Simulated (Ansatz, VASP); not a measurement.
## Two plane-wave programs on Sb

INCAR

```
PREC = Accurate
ENCUT = 520
EDIFF = 1E-6
ISMEAR = -1
SIGMA = 0.1
LREAL = F
LASPH = T
NELM = 60
ALGO = Normal
ISIF = 2
LWAVE = F
LCHARG = F
GGA = RP
NBANDS = 14
```

KPOINTS

```
Automatic mesh
0
Gamma
  8 8 11
```

POSCAR

```
Sb
1.0
    5.3253425613      0.0000000000      0.0000000000
   -2.6626712806      4.6118819420      0.0000000000
    0.0000000000      0.0000000000      3.1756276826
Sb
3
Direct
    0.0000000000      0.0000000000      0.0000000000
    0.3333333333      0.6666666667      0.5000000000
    0.6666666667      0.3333333333      0.5000000000
```

Input for Ansatz:

```yaml
crystal:
  lattice:
    - [5.3253425613, 0.0, 0.0]
    - [-2.6626712806, 4.611881942, 0.0]
    - [0.0, 0.0, 3.1756276826]
  atoms:
    - { symbol: Sb, position: [0.0, 0.0, 0.0] }
    - { symbol: Sb, position: [0.3333333333, 0.6666666667, 0.5] }
    - { symbol: Sb, position: [0.6666666667, 0.3333333333, 0.5] }
hamiltonian:
  xc: rpbe
  pseudopotentials:
    kind: paw
    azcp:
      Sb: "pseudopotentials/Sb.paw.azcp"
basis:
  ecutwfc: 420
  fft_grid_basis: typed
kpoints:
  mp_grid: { grid: [8, 8, 11], shift: [0, 0, 0] }
magnetization:
  spin_polarized: false
scf:
  occupations: { method: fermi_dirac, width: 0.1 }
  lower_state_search: "off"
output:
  stress: true
```

Alike in both runs: task single point; functional RPBE; k mesh 8 × 8 × 11; occupations fermi-dirac, width 0.1 eV; no spin polarisation.

|  | VASP | Ansatz |
| --- | --- | --- |
| version | VASP 6.6.1 | Ansatz 0.2.0 |
| potentials or method | VASP PAW PBE potentials, release 64 (Sb), cutoff 520 eV | plane waves (420 eV) with PAW, scalar-relativistic |
| valence electrons in the cell | 15 | 45 |

Ansatz gave:

- pressure (GPa): 5.3
- traceless stress, the component that is largest in VASP (GPa): -1.52

Task: Estimate VASP's values.

Result: Pressure (GPa): 5.1; traceless stress, the component that is largest in VASP (GPa): -1.52.

VASP's potentials were made for PBE, not for RPBE. VASP's potentials hold 15 valence electrons a cell and Ansatz's 45, so a difference there can come from the potentials and not from the codes.

Neither program's run includes spin-orbit coupling.
